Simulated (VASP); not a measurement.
# Cu (Fm-3m) in VASP: a series of runs

The runs below take Cu through single point, relaxation of cell and atoms, with PBE.

All numbers are computed with VASP 6.6.1; they aren't measurements. Logs are shortened: lines on timing, memory, paths and dates and some standing lists are left out, and cuts for length are marked.

### Step 1. The cell of the first run

The structure is cubic, space group Fm-3m (No. 225). Conventional cell: a = 3.629 Å, b = 3.629 Å, c = 3.629 Å, α = 90.00°, β = 90.00°, γ = 90.00°. Cu (site symmetry m-3m) has 12 Cu at 2.57 Å within 3.4 Å.

### Step 2. Single point, PBE

Contents of INCAR:

```
SYSTEM = Cu
PREC = Accurate ; ENCUT = 520
EDIFF = 1E-6 ; ISMEAR = 0
SIGMA = 0.1 ; LREAL = .FALSE.
LASPH = .TRUE. ; NELM = 100
ALGO = Fast ; ISIF = 2
LWAVE = .FALSE. ; LCHARG = .TRUE.
GGA = PE ; LELF = .TRUE.
LVHAR = .TRUE. ; NBANDS = 12
```

Contents of KPOINTS:

```
regular mesh
0
G
  36 36 36
  0 0 0
```

Contents of POSCAR:

```
Cu
1.0
    0.0000000000      1.8146668186      1.8146668186
    1.8146668186      0.0000000000      1.8146668186
    1.8146668186      1.8146668186      0.0000000000
Cu
1
Direct
    0.0000000000      0.0000000000      0.0000000000
```

Potentials or basis: VASP PAW PBE potentials, release 64 (Cu).

Started as:

```sh
cat potpaw_PBE.64/Cu/POTCAR > POTCAR
mpirun -np 1 vasp_std > vasp.out
```

OUTCAR:

```text
SYSTEM = Cu
   PREC = Accurate
   ENCUT = 520
   EDIFF = 1E-6
   ISMEAR = 0
   LREAL = .FALSE.
   LASPH = .TRUE.
   NELM = 100
   ISIF = 2
   GGA = PE

 ion  position               nearest neighbor table
   1  0.000  0.000  0.000-

  LATTYP: Found a face centered cubic cell.
 ALAT       =     3.6293336372

  Lattice vectors:

 A1 = (   0.0000000000,   1.8146668186,   1.8146668186)
 A2 = (   1.8146668186,   0.0000000000,   1.8146668186)
 A3 = (   1.8146668186,   1.8146668186,   0.0000000000)

Analysis of symmetry for initial positions (statically):
=====================================================================
 Subroutine PRICEL returns:
 Original cell was already a primitive cell.

 Routine SETGRP: Setting up the symmetry group for a
 face centered cubic supercell.

 Subroutine GETGRP returns: Found 48 space group operations
 (whereof 48 operations were pure point group operations)
 out of a pool of 48 trial point group operations.

The static configuration has the point symmetry O_h .

Analysis of symmetry for dynamics (positions and initial velocities):
=====================================================================
 Subroutine PRICEL returns:
 Original cell was already a primitive cell.

 Routine SETGRP: Setting up the symmetry group for a
 face centered cubic supercell.

 Subroutine GETGRP returns: Found 48 space group operations
 (whereof 48 operations were pure point group operations)
 out of a pool of 48 trial point group operations.

The dynamic configuration has the point symmetry O_h .

 Subroutine INISYM returns: Found 48 space group operations
 (whereof 48 operations are pure point group operations),
 and found     1 'primitive' translations

----------------------------------------------------------------------------------------

                                     Primitive cell

  volume of cell :      11.9515

  direct lattice vectors                    reciprocal lattice vectors
     0.000000000  1.814666819  1.814666819    -0.275532673  0.275532673  0.275532673
     1.814666819  0.000000000  1.814666819     0.275532673 -0.275532673  0.275532673
     1.814666819  1.814666819  0.000000000     0.275532673  0.275532673 -0.275532673

  length of vectors
     2.566326426  2.566326426  2.566326426     0.477236590  0.477236590  0.477236590

  position of ions in fractional coordinates (direct lattice)
     0.000000000  0.000000000  0.000000000

  ion indices of the primitive-cell ions
   primitive index   ion index
                 1           1

----------------------------------------------------------------------------------------

 KPOINTS: regular mesh

Automatic generation of k-mesh.
 Grid dimensions read from file:
 generate k-points for:   36   36   36

 Generating k-lattice:

  Cartesian coordinates                     Fractional coordinates (reciprocal lattice)
    -0.007653685  0.007653685  0.007653685     0.027777778  0.000000000  0.000000000
     0.007653685 -0.007653685  0.007653685     0.000000000  0.027777778  0.000000000
     0.007653685  0.007653685 -0.007653685     0.000000000  0.000000000  0.027777778

  Length of vectors
     0.013256572  0.013256572  0.013256572

  Shift w.r.t. Gamma in fractional coordinates (k-lattice)
     0.000000000  0.000000000  0.000000000

 Subroutine IBZKPT returns following result:
 ===========================================

 Found   1240 irreducible k-points:

 Following reciprocal coordinates:
            Coordinates               Weight
  0.000000  0.000000  0.000000      1.000000
  0.027778  0.000000  0.000000      8.000000
  0.055556  0.000000  0.000000      8.000000
  0.083333  0.000000  0.000000      8.000000
  0.111111  0.000000  0.000000      8.000000
  0.138889  0.000000  0.000000      8.000000
[... 16 lines left out ...]
  0.111111  0.027778  0.000000     24.000000
  0.138889  0.027778  0.000000     24.000000
 [... further k-points ...]
   k-points           NKPTS =   1240   k-points in BZ     NKDIM =   1240   number of bands    NBANDS=     12
   number of dos      NEDOS =    301   number of ions     NIONS =      1
   total plane-waves  NPLWV =   8000
   dimension x,y,z NGX =    20 NGY =   20 NGZ =   20
   dimension x,y,z NGXF=    40 NGYF=   40 NGZF=   40
   ions per type =               1
   NGX,Y,Z   is equivalent  to a cutoff of  12.96, 12.96, 12.96 a.u.
   NGXF,Y,Z  is equivalent  to a cutoff of  25.91, 25.91, 25.91 a.u.
 SYSTEM =  Cu
   PREC   = accura    normal or accurate (medium, high low for compatibility)
   ISTART =      0    job   : 0-new  1-cont  2-samecut
   ICHARG =      2    charge: 1-file 2-atom 10-const
   ISPIN  =      1    spin polarized calculation?
   LNONCOLLINEAR =      F non collinear calculations
   LSORBIT =      F    spin-orbit coupling
   LASPH  =      T    aspherical Exc in radial PAW
   ENCUT  =  520.0 eV  38.22 Ry    6.18 a.u.   4.77  4.77  4.77*2*pi/ulx,y,z
   NELM   =    100;   NELMIN=  2; NELMDL= -5     # of ELM steps
   EDIFF  = 0.1E-05   stopping-criterion for ELM
   LREAL  =      F    real-space projection
   EDIFFG = 0.1E-04   stopping-criterion for IOM
   NSW    =      0    number of steps for IOM
   IBRION =     -1    ionic relax: 0-MD 1-quasi-New 2-CG
   NFREE  =      0    steps in history (QN), initial steepest desc. (CG)
   ISIF   =      2    stress and relaxation
   ISYM   =      2    0-nonsym 1-usesym 2-fastsym
   POTIM  = 0.5000    time-step for ionic-motion
   TEBEG  =    0.0;   TEEND  =   0.0 temperature during run
   PSTRESS=    0.0 pullay stress
   NELECT =      11.0000    total number of electrons
   NUPDOWN=      -1.0000    fix difference up-down
   EMIN   =  10.00;   EMAX   =-10.00  energy-range for DOS
   EFERMI =   0.00;   METHOD = LEGACY
   ISMEAR =     0;   SIGMA  =   0.10  broadening in eV -4-tet -1-fermi 0-gaus
   EFERMI_NEDOS =   21; number of points for ismear=-14 and -15
   IALGO  =     68    algorithm
   IMIX   =      4    mixing-type and parameters
     AMIX     =   0.40;   BMIX     =  1.00
     AMIX_MAG =   1.60;   BMIX_MAG =  1.00
  volume/ion in A,a.u.               =      11.95        80.65
  Fermi-wavevector in a.u.,A,eV,Ry     =   1.592449  3.009292 34.502924  2.535893
  Thomas-Fermi vector in A             =   2.690832
   LORBIT       =      0    0 simple, 1 ext, 2 COOP (PROOUT), +10 PAW based schemes
   GGA     = PE    functional components
   LHFCALC =     F    Hartree Fock is set to
   AEXX    =    0.0000 exact exchange contribution
   IVDW    =     0    specifies the selected vdW correction
   LEPSILON=     F    determine dielectric tensor
   LRPA    =     F    only Hartree local field effects (RPA)
 non-spin polarized calculation
 RMM-DIIS sequential band-by-band and
 Gauss-broadening in eV      SIGMA  =   0.10
  energy-cutoff  :      520.00
  volume of cell :       11.95
 maximum number of plane-waves:       332
   NGX =  9   NGY =  9   NGZ =  9

 number of electron      10.9999997 magnetization

 Free energy of the ion-electron system (eV)
  ---------------------------------------------------
  ext. energy  EPLUGINS =         0.00000000
  ---------------------------------------------------
  free energy    TOTEN  =        -3.72839237 eV

  energy without entropy =       -3.72685727  energy(sigma->0) =       -3.72762482

 E-fermi :   7.4676     XC(G=0): -12.6574

 val. band max:        7.4524653787   @ k =   0.4444   0.4167   0.0278
 cond. band min:       7.4751325446   @ k =  -0.3889   0.1389   0.0556
 fundamental gap:      0.0226671659
 Fermi energy:         7.4675607918

 k-point     1 :       0.0000    0.0000    0.0000
  band No.  band energies     occupation
      1      -1.8221      2.00000
      2       4.4460      2.00000
      3       4.4460      2.00000
      4       4.4460      2.00000
      5       5.2527      2.00000
      6       5.2527      2.00000
      7      29.9382      0.00000
      8      32.4903      0.00000
      9      32.4903      0.00000
     10      32.4903      0.00000
     11      34.9726      0.00000
     12      34.9726      0.00000

 k-point     2 :       0.0278    0.0000    0.0000
  band No.  band energies     occupation
      1      -1.7941      2.00000
      2       4.4400      2.00000
      3       4.4514      2.00000
      4       4.4514      2.00000
      5       5.2505      2.00000
      6       5.2505      2.00000
      7      29.8135      0.00000
      8      31.9326      0.00000
      9      32.3851      0.00000
     10      32.3851      0.00000
     11      35.1183      0.00000
     12      35.1183      0.00000

 k-point     3 :       0.0556    0.0000    0.0000
  band No.  band energies     occupation
      1      -1.7105      2.00000
      2       4.4225      2.00000
      3       4.4670      2.00000
      4       4.4670      2.00000
      5       5.2444      2.00000
      6       5.2444      2.00000
      7      29.2756      0.00000
      8      31.1513      0.00000
      9      32.1251      0.00000
     10      32.1251      0.00000
     11      35.4976      0.00000
     12      35.4977      0.00000

 k-point     4 :       0.0833    0.0000    0.0000
  band No.  band energies     occupation
      1      -1.5719      2.00000
      2       4.3948      2.00000
      3       4.4913      2.00000
      4       4.4913      2.00000
      5       5.2358      2.00000
      6       5.2358      2.00000
      7      28.1845      0.00000
      8      30.7680      0.00000
      9      31.7983      0.00000
     10      31.7983      0.00000
     11      36.0145      0.00000
     12      36.0171      0.00000

 k-point     5 :       0.1111    0.0000    0.0000
  band No.  band energies     occupation
      1      -1.3794      2.00000
      2       4.3588      2.00000
      3       4.5216      2.00000
      4       4.5216      2.00000
      5       5.2274      2.00000
      6       5.2274      2.00000
      7      26.8277      0.00000
      8      30.5987      0.00000
      9      31.4577      0.00000
     10      31.4577      0.00000
     11      36.5933      0.00000
     12      36.8132      0.00000
[... 228 lines left out ...]
      1      -1.7197      2.00000
      2       4.4197      2.00000
      3       4.4673      2.00000
      4       4.4685      2.00000
      5       5.2309      2.00000
      6       5.2587      2.00000
      7      29.4735      0.00000
      8      31.2473      0.00000
      9      31.6154      0.00000
     10      32.3866      0.00000
     11      35.2421      0.00000
     12      35.9257      0.00000

 k-point    22 :       0.0833    0.0278    0.0000
  band No.  band energies     occupation
      1      -1.5995      2.00000
      2       4.3949      2.00000
      3       4.4883      2.00000
      4       4.4913      2.00000
      5       5.2160      2.00000
      6       5.2577      2.00000
      7      28.5937      0.00000
      8      30.6585      0.00000
      9      31.1963      0.00000
     10      32.4327      0.00000
     11      35.3658      0.00000
     12      36.4753      0.00000

 k-point    23 :       0.1111    0.0278    0.0000
  band No.  band energies     occupation
      1      -1.4250      2.00000
      2       4.3614      2.00000
      3       4.5165      2.00000
      4       4.5205      2.00000
      5       5.2004      2.00000
      6       5.2559      2.00000
      7      27.3079      0.00000
      8      30.3799      0.00000
      9      30.7939      0.00000
     10      32.3894      0.00000
     11      35.5724      0.00000
     12      37.1646      0.00000

 k-point    24 :       0.1389    0.0278    0.0000
  band No.  band energies     occupation
      1      -1.1979      2.00000
      2       4.3216      2.00000
      3       4.5485      2.00000
      4       4.5522      2.00000
      5       5.1878      2.00000
      6       5.2565      2.00000
      7      25.8962      0.00000
      8      30.1889      0.00000
      9      30.4192      0.00000
     10      32.2779      0.00000
     11      35.7400      0.00000
     12      37.6111      0.00000

 [... further k-points ...]
[... 5 lines left out ...]
  --------------------------------------------------------------------------------------
  -------------------------------------------------------------------------------------
  Total        0.0347699      0.0347699      0.0347699      0.0000000     -0.0000000      0.0000000
  in kB        4.6611477      4.6611477      4.6611477      0.0000000     -0.0000000      0.0000000
  external PRESSURE =       4.6611477 kB  Pullay stress =       0.0000000 kB

 VOLUME and BASIS-vectors are now :
 -----------------------------------------------------------------------------
  energy-cutoff  :      520.00
  volume of cell :       11.95
      direct lattice vectors                 reciprocal lattice vectors
     0.000000000  1.814666819  1.814666819    -0.275532673  0.275532673  0.275532673
     1.814666819  0.000000000  1.814666819     0.275532673 -0.275532673  0.275532673
     1.814666819  1.814666819  0.000000000     0.275532673  0.275532673 -0.275532673

 POSITION                                       TOTAL-FORCE (eV/Angst)
 -----------------------------------------------------------------------------------
      0.00000      0.00000      0.00000         0.000000     -0.000000      0.000000
 -----------------------------------------------------------------------------------
    total drift:                                0.000000      0.000000      0.000000

  FREE ENERGIE OF THE ION-ELECTRON SYSTEM (eV)
  ---------------------------------------------------
  free  energy   TOTEN  =        -3.7283923668 eV

  energy  without entropy=       -3.7268572702  energy(sigma->0) =       -3.72762482
```

Wall time 2.4 min (1 thread of Intel Xeon 6975P-C, shared host); peak memory 0.27 GiB.

Results:

| Item | Value |
| --- | --- |
| Free energy | -3.7284 eV |
| Pressure | 0.5 GPa |

Levels at points of the mesh, in eV from the Fermi level:
| k point | band 2 | band 3 | band 4 | band 5 | band 6 | band 7 | band 8 | band 9 | band 10 | band 11 |
| --- | --- | --- | --- | --- | --- | --- | --- | --- | --- | --- |
| (0.00, 0.00, 0.00) | -3.02 | -3.02 | -3.02 | -2.21 | -2.21 | 22.47 | 25.02 | 25.02 | 25.02 | 27.51 |
| (0.50, 0.00, 0.00) | -3.05 | -3.05 | -1.66 | -1.66 | -1.00 | 3.67 | 20.97 | 21.86 | 21.86 | 24.88 |
| (0.50, 0.50, 0.00) | -4.39 | -1.68 | -1.52 | -1.52 | 1.48 | 7.00 | 12.96 | 12.96 | 17.42 | 20.03 |

(Continued in part 2 of 2.)
